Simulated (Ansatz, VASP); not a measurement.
# WSe2 in VASP and in Ansatz

```
CELL_PARAMETERS angstrom
3.26465 0.00000 0.00000
-1.63232 2.82727 0.00000
0.00000 0.00000 17.15844
ATOMIC_POSITIONS crystal
W 0.00000 0.00000 0.00000
Se 0.33333 0.66667 0.09970
Se 0.33333 0.66667 0.90030
```

Change from the starting cell: strain -0.015 along x and y, +0.030 along z, atoms carried along.

Alike in both runs: task single point; functional r2SCAN; k mesh 12 × 12 × 2; occupations gaussian, width 0.05 eV; no spin polarisation.

|  | VASP | Ansatz |
| --- | --- | --- |
| version | VASP 6.6.1 | Ansatz 0.2.0 |
| potentials or method | VASP PAW PBE potentials, release 64 (W_sv, Se), cutoff 520 eV | scalar-relativistic, plane waves, PAW |
| valence electrons in the cell | 26 | 46 |

```csv
,VASP,Ansatz,Ansatz less VASP
gap on the k mesh at the Fermi level (eV),1.71,1.71,+0.001
least direct gap on the mesh (eV),1.91,1.92,+0.002
rms of the force components (eV/Å),0.245,0.265,+0.0205
```

VASP's potentials were made for PBE, not for r2SCAN. Atom by atom the forces differ by 0.021 eV/Å (rms over components). VASP's potentials hold 26 valence electrons a cell and Ansatz's 46, so a difference there can come from the potentials and not from the codes.

Neither program's run includes spin-orbit coupling.
